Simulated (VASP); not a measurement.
# H in VASP: a series of runs

Runs on H. Level: PBEsol. Tasks: single point, relaxation of cell and atoms.

Everything below comes from runs of VASP 6.6.1. Logs are shortened: lines on timing, memory, paths and dates and some standing lists are left out, and cuts for length are marked.

## (1) The cell of the first run

It takes space group P4_2/mnm (No. 136, tetragonal). Conventional cell: a = 3.825 Å, b = 3.825 Å, c = 3.623 Å, α = 90.00°, β = 90.00°, γ = 90.00°. Within 1.0 Å of H (site symmetry m2m) lie 1 H at 0.76 Å.

## (2) Single point, PBEsol

INCAR

```
  PREC = Accurate
  ENCUT = 520
  EDIFF = 1E-7
  ISMEAR = 0
  SIGMA = 0.02
  LREAL = False
  LASPH = True
  NELM = 60
  ALGO = Normal
  ISIF = 2
  LWAVE = False
  LCHARG = False
  GGA = PS
  NBANDS = 10
```

KPOINTS

```
regular mesh
0
Gamma
  6 6 6
```

POSCAR

```
H
1.0
    3.8254531732      0.0000000000      0.0000000000
    0.0000000000      3.8254531732      0.0000000000
    0.0000000000      0.0000000000      3.6233397705
H
4
Direct
    0.9298142948      0.9298142948      0.5000000000
    0.0701857052      0.0701857052      0.5000000000
    0.5701857052      0.4298142948      0.0000000000
    0.4298142948      0.5701857052      0.0000000000
```

Potentials or basis: VASP PAW PBE potentials, release 64 (H).

Command:

```bash
$ cat potpaw_PBE.64/H/POTCAR > POTCAR
$ mpirun -np 1 vasp_std > vasp.out
```

OUTCAR:

```text
PREC = Accurate
   ENCUT = 520
   EDIFF = 1E-7
   ISMEAR = 0
   LREAL = False
   LASPH = True
   NELM = 60
   ISIF = 2
   GGA = PS

 ion  position               nearest neighbor table
   1  0.930  0.930  0.500-   2 0.76
   2  0.070  0.070  0.500-   1 0.76
   3  0.570  0.430  0.000-   4 0.76
   4  0.430  0.570  0.000-   3 0.76

  LATTYP: Found a simple tetragonal cell.
 ALAT       =     3.8254531732
 C/A-ratio  =     0.9471661543

  Lattice vectors:

 A1 = (   3.8254531732,   0.0000000000,   0.0000000000)
 A2 = (   0.0000000000,   3.8254531732,   0.0000000000)
 A3 = (   0.0000000000,   0.0000000000,   3.6233397705)

Analysis of symmetry for initial positions (statically):
=====================================================================
 Subroutine PRICEL returns:
 Original cell was already a primitive cell.

 Routine SETGRP: Setting up the symmetry group for a
 simple tetragonal supercell.

 Subroutine GETGRP returns: Found 16 space group operations
 (whereof  8 operations were pure point group operations)
 out of a pool of 16 trial point group operations.

The static configuration has the point symmetry D_2h.
 The point group associated with its full space group is D_4h.

Analysis of symmetry for dynamics (positions and initial velocities):
=====================================================================
 Subroutine PRICEL returns:
 Original cell was already a primitive cell.

 Routine SETGRP: Setting up the symmetry group for a
 simple tetragonal supercell.

 Subroutine GETGRP returns: Found 16 space group operations
 (whereof  8 operations were pure point group operations)
 out of a pool of 16 trial point group operations.

The dynamic configuration has the point symmetry D_2h.
 The point group associated with its full space group is D_4h.

 Subroutine INISYM returns: Found 16 space group operations
 (whereof  8 operations are pure point group operations),
 and found     1 'primitive' translations

----------------------------------------------------------------------------------------

                                     Primitive cell

  volume of cell :      53.0243

  direct lattice vectors                    reciprocal lattice vectors
     3.825453173  0.000000000  0.000000000     0.261406938  0.000000000  0.000000000
     0.000000000  3.825453173  0.000000000     0.000000000  0.261406938  0.000000000
[... 98 lines left out ...]
   TEBEG  =    0.0;   TEEND  =   0.0 temperature during run
   PSTRESS=    0.0 pullay stress
   NELECT =       4.0000    total number of electrons
   NUPDOWN=      -1.0000    fix difference up-down
   EMIN   =  10.00;   EMAX   =-10.00  energy-range for DOS
   EFERMI =   0.00;   METHOD = LEGACY
   ISMEAR =     0;   SIGMA  =   0.02  broadening in eV -4-tet -1-fermi 0-gaus
   EFERMI_NEDOS =   21; number of points for ismear=-14 and -15
   IALGO  =     38    algorithm
   IMIX   =      4    mixing-type and parameters
     AMIX     =   0.40;   BMIX     =  1.00
     AMIX_MAG =   1.60;   BMIX_MAG =  1.00
  volume/ion in A,a.u.               =      13.26        89.46
  Fermi-wavevector in a.u.,A,eV,Ry     =   0.691730  1.307180  6.510255  0.478490
  Thomas-Fermi vector in A             =   1.773463
   LORBIT       =      0    0 simple, 1 ext, 2 COOP (PROOUT), +10 PAW based schemes
   GGA     = PS    functional components
   LHFCALC =     F    Hartree Fock is set to
   AEXX    =    0.0000 exact exchange contribution
   IVDW    =     0    specifies the selected vdW correction
   LEPSILON=     F    determine dielectric tensor
   LRPA    =     F    only Hartree local field effects (RPA)
 non-spin polarized calculation
 Gauss-broadening in eV      SIGMA  =   0.02
  energy-cutoff  :      520.00
  volume of cell :       53.02
 maximum number of plane-waves:      1460
   NGX = 15   NGY = 15   NGZ = 13

 number of electron       3.9999998 magnetization

 Free energy of the ion-electron system (eV)
  ---------------------------------------------------
  ext. energy  EPLUGINS =         0.00000000
  ---------------------------------------------------
  free energy    TOTEN  =       -13.05739444 eV

  energy without entropy =      -13.05739444  energy(sigma->0) =      -13.05739444

 E-fermi :  -8.0427     XC(G=0):  -5.0716

 val. band max:       -8.1450259907   @ k =   0.0000   0.0000   0.0000
 cond. band min:       0.5012938245   @ k =   0.5000   0.5000   0.0000
 fundamental gap:      8.6463198152
 Fermi energy:        -8.0426556868

 k-point     1 :       0.0000    0.0000    0.0000
  band No.  band energies     occupation
      1     -10.2164      2.00000
      2      -8.1450      2.00000
      3       3.8921      0.00000
      4       3.8921      0.00000
      5       4.6409      0.00000
      6       6.6769      0.00000
      7       7.4210      0.00000
      8       8.3432      0.00000
      9      11.2341      0.00000
     10      11.2341      0.00000
[... 287 lines left out ...]
 k-point    24 :       0.5000    0.0000    0.3333
  band No.  band energies     occupation
      1      -8.8992      2.00000
      2      -8.8992      2.00000
      3       1.4075      0.00000
      4       1.4075      0.00000
      5       7.0055      0.00000
      6       7.0055      0.00000
      7       7.6236      0.00000
      8       7.6236      0.00000
      9      11.5109      0.00000
     10      11.5109      0.00000

 [... further k-points ...]

------------------------ aborting loop because EDIFF is reached ----------------------------------------

  FORCE on cell =-STRESS in cart. coord.  units (eV):
  Direction    XX          YY          ZZ          XY          YZ          ZX
  --------------------------------------------------------------------------------------
  -------------------------------------------------------------------------------------
  Total       -0.0426807     -0.0426807     -0.0426714      0.0000000      0.0000000      0.0000000
  in kB       -1.2896377     -1.2896377     -1.2893568      0.0000000      0.0000000      0.0000000
  external PRESSURE =      -1.2895441 kB  Pullay stress =       0.0000000 kB

 VOLUME and BASIS-vectors are now :
 -----------------------------------------------------------------------------
  energy-cutoff  :      520.00
  volume of cell :       53.02
      direct lattice vectors                 reciprocal lattice vectors
     3.825453173  0.000000000  0.000000000     0.261406938  0.000000000  0.000000000
     0.000000000  3.825453173  0.000000000     0.000000000  0.261406938  0.000000000
     0.000000000  0.000000000  3.623339770     0.000000000  0.000000000  0.275988470

 POSITION                                       TOTAL-FORCE (eV/Angst)
 -----------------------------------------------------------------------------------
      3.55696      3.55696      1.81167        -0.003998     -0.003998     -0.000000
      0.26849      0.26849      1.81167         0.003998      0.003998      0.000000
      2.18122      1.64423      0.00000         0.003998     -0.003998     -0.000000
      1.64423      2.18122      0.00000        -0.003998      0.003998      0.000000
 -----------------------------------------------------------------------------------
    total drift:                               -0.000000     -0.000000     -0.000000

  FREE ENERGIE OF THE ION-ELECTRON SYSTEM (eV)
  ---------------------------------------------------
  free  energy   TOTEN  =       -13.0573944439 eV

  energy  without entropy=      -13.0573944439  energy(sigma->0) =      -13.05739444
```

Run time: 24 s. Hardware: 1 thread of Intel Xeon 8259CL, shared host; peak memory 0.15 GiB.

What came out:

```yaml
Free_energy: -13.0574 eV
Pressure: -0.1 GPa
Largest_force: 0.006 eV/Å
Band_gap_on_the_k_mesh: 8.65 eV (least direct gap 9.36 eV)
```

Forces on the atoms (eV/Å):
```
H   -0.004 -0.004  0.000
H    0.004  0.004  0.000
H    0.004 -0.004  0.000
H   -0.004  0.004  0.000
```

Levels at points of the mesh, in eV from the valence-band top:
| k point | band 1 | band 2 | band 3 | band 4 | band 5 |
| --- | --- | --- | --- | --- | --- |
| (0.00, 0.00, 0.00) | -2.07 | 0.00 | 12.04 | 12.04 | 12.79 |
| (0.50, 0.00, 0.00) | -0.97 | -0.97 | 10.22 | 10.22 | 14.86 |
| (0.50, 0.50, 0.00) | -0.72 | -0.72 | 8.65 | 8.65 | 15.87 |
| (0.00, 0.00, 0.50) | -0.91 | -0.91 | 11.23 | 11.23 | 13.29 |
| (0.50, 0.00, 0.50) | -0.68 | -0.68 | 9.28 | 9.28 | 15.46 |
| (0.50, 0.50, 0.50) | -0.49 | -0.49 | 10.56 | 10.56 | 12.39 |

Caveat: this functional lacks dispersion, which holds the molecules together, so the pressure and a relaxed volume are unreliable; the PAW data sets were made with another functional, which shifts forces and pressure a little. A k mesh can miss the band edges.

## (3) Relaxation of cell and atoms, PBEsol

INCAR

```
SYSTEM = H
PREC     = Accurate       ! precision mode
ENCUT    = 600            ! plane-wave cutoff, eV
EDIFF    = 1E-7           ! SCF threshold, eV
ISMEAR   = 0              ! smearing method
SIGMA    = 0.02           ! smearing width, eV
LREAL    = .FALSE.        ! projectors in reciprocal space
LASPH    = .TRUE.         ! aspherical terms in the spheres
NELM     = 60             ! most SCF steps
ALGO     = Normal         ! electronic algorithm
ISIF     = 3              ! what is computed and relaxed
LWAVE    = .FALSE.        ! write WAVECAR
LCHARG   = .FALSE.        ! write CHGCAR
GGA      = PS             ! functional
IBRION   = 2              ! ionic algorithm
NSW      = 100            ! ionic steps
EDIFFG   = -0.01          ! ionic threshold
```

KPOINTS

```
Automatic mesh
0
G
  6 6 6
  0 0 0
```

POSCAR is that of step 2.

Potentials or basis: VASP PAW PBE potentials, release 64 (H).

Command:

```bash
$ cat potpaw_PBE.64/H/POTCAR > POTCAR
$ mpirun -np 1 vasp_std > vasp.out
```

It took 20 s on 1 thread of Intel Xeon 8259CL, shared host; peak memory 0.16 GiB.

It converged, with:

- Free energy: -13.0601 eV
- Pressure after relaxing: 0.0 GPa
- Band gap on the k mesh: 8.65 eV (least direct gap 9.36 eV)

Final structure:
```
H
1.0
     3.82545    0.00000    0.00000
     0.00000    3.82545    0.00000
     0.00000    0.00000    3.62334
H
4
Cartesian
  3.5570 3.5570 1.8117
  0.2685 0.2685 1.8117
  2.1812 1.6442 0.0000
  1.6442 2.1812 0.0000
```

Levels at points of the mesh, in eV from the valence-band top:
| k point | band 1 | band 2 | band 3 | band 4 | band 5 |
| --- | --- | --- | --- | --- | --- |
| (0.00, 0.00, 0.00) | -2.07 | 0.00 | 12.04 | 12.04 | 12.79 |
| (0.50, 0.00, 0.00) | -0.97 | -0.97 | 10.22 | 10.22 | 14.86 |
| (0.50, 0.50, 0.00) | -0.72 | -0.72 | 8.65 | 8.65 | 15.87 |
| (0.00, 0.00, 0.50) | -0.91 | -0.91 | 11.23 | 11.23 | 13.29 |
| (0.50, 0.00, 0.50) | -0.68 | -0.68 | 9.29 | 9.29 | 15.46 |
| (0.50, 0.50, 0.50) | -0.49 | -0.49 | 10.56 | 10.56 | 12.40 |

Caveat: this functional lacks dispersion, which holds the molecules together, so the pressure and a relaxed volume are unreliable; the PAW data sets were made with another functional, which shifts forces and pressure a little. A k mesh can miss the band edges.

## (4) Single point, PBEsol

This run uses another cell than the first one: it holds 8 atoms, not 4.

INCAR

```
  ALGO = Normal
  EDIFF = 1E-7
  ENCUT = 520
  GGA = PS
  ISIF = 2
  ISMEAR = 0
  LASPH = T
  LCHARG = F
  LREAL = F
  LWAVE = F
  NBANDS = 14
  NELM = 80
  PREC = Accurate
  SIGMA = 0.1
```

KPOINTS

```
k-points
0
Gamma
  8 8 8
```

POSCAR

```
H
1.0
   -0.0013711998      3.6702424249      3.7149893431
    3.5085514960     -0.0049447224      3.7171063815
    3.5059324822      3.6676378768     -0.0002420431
H
8
Direct
    0.1802792010     -0.2493830805     -0.0027837032
    0.8229514434      0.2470884403      0.5003667960
    0.9963886017      0.4279955553     -0.1738460323
    0.9965648534      0.5725129216      0.6799818595
    0.5000409586      1.0735942513      0.1770375422
    0.5011233358     -0.0716420683      0.3225377814
    0.3249425249      0.7505509080     -0.0011798473
    0.6777090812      0.2492830723      0.4978856036
```

Command:

```bash
$ cat potpaw_PBE.64/H/POTCAR > POTCAR
$ mpirun -np 1 vasp_std > vasp.out
```

It took 7.5 min on 1 thread of Intel Xeon 8259CL, shared host; peak memory 0.39 GiB.

The run converged. Its results:

| Item | Value |
| --- | --- |
| Free energy | -26.1109 eV |
| Pressure | -0.1 GPa |
| Largest force | 0.019 eV/Å |
| Band gap on the k mesh | 8.42 eV |

Forces on the atoms (eV/Å):
```
H    0.001 -0.007 -0.008
H    0.001  0.013  0.014
H   -0.001  0.006 -0.005
H   -0.001 -0.006  0.007
H   -0.001 -0.004  0.004
H    0.000  0.004 -0.004
H    0.000  0.007  0.006
H    0.000 -0.013 -0.013
```

Levels at points of the mesh, in eV from the valence-band top:
| k point | band 1 | band 2 | band 3 | band 4 | band 5 | band 6 | band 7 | band 8 | band 9 |
| --- | --- | --- | --- | --- | --- | --- | --- | --- | --- |
| (0.00, 0.00, 0.00) | -2.48 | -0.58 | -0.58 | 0.00 | 10.48 | 10.48 | 12.03 | 12.20 | 12.43 |
| (0.50, 0.00, 0.00) | -1.48 | -1.46 | -0.49 | -0.49 | 10.17 | 10.21 | 10.32 | 10.33 | 11.74 |
| (0.00, 0.50, 0.00) | -1.48 | -1.46 | -0.49 | -0.49 | 10.18 | 10.20 | 10.32 | 10.34 | 11.74 |
| (0.50, 0.50, 0.00) | -1.20 | -1.18 | -0.81 | -0.80 | 9.11 | 9.11 | 10.27 | 10.30 | 15.20 |
| (0.00, 0.00, 0.50) | -1.47 | -1.46 | -0.50 | -0.49 | 10.18 | 10.19 | 10.32 | 10.33 | 11.73 |
| (0.50, 0.00, 0.50) | -1.16 | -1.16 | -0.83 | -0.83 | 9.08 | 9.09 | 10.23 | 10.24 | 15.11 |
| (0.00, 0.50, 0.50) | -1.13 | -1.10 | -0.86 | -0.86 | 8.42 | 8.43 | 11.31 | 11.40 | 13.47 |
| (0.50, 0.50, 0.50) | -1.47 | -1.46 | -0.50 | -0.49 | 10.18 | 10.20 | 10.30 | 10.34 | 11.73 |

Caveat: this functional lacks dispersion, which holds the molecules together, so the pressure and a relaxed volume are unreliable; the PAW data sets were made with another functional, which shifts forces and pressure a little. A k mesh can miss the band edges.

## (5) Summary

| task | cell | k mesh | cutoff (eV) | smearing | gap on the mesh (eV) | pressure (GPa) | largest force (eV/Å) |
| --- | --- | --- | --- | --- | --- | --- | --- |
| single point | a = 3.825, b = 3.825, c = 3.623 Å, 4 atoms, atomic positions A | 6 × 6 × 6 | 520 | gaussian 0.02 eV | 8.65 | -0.1 | 0.01 |
| relaxation of cell and atoms | relaxed from a = 3.825, b = 3.825, c = 3.623 Å, 4 atoms, atomic positions A | 6 × 6 × 6 | 600 | gaussian 0.02 eV | 8.65 | 0.0 | - |
| single point | a = 5.222, b = 5.111, c = 5.074 Å, angles 61.7, 59.5, 58.9°, 8 atoms, atomic positions B | 8 × 8 × 8 | 520 | gaussian 0.1 eV | 8.42 | -0.1 | 0.02 |

Alike in all rows: level PBEsol; potentials or basis VASP PAW PBE potentials, release 64 (H); no spin polarisation.

Caveats: this functional lacks dispersion, which holds the molecules together, so the pressure and a relaxed volume are unreliable; the PAW data sets were made with another functional, which shifts forces and pressure a little.

Total energies depend on the potentials used, so only differences within one code and one set of settings carry meaning.
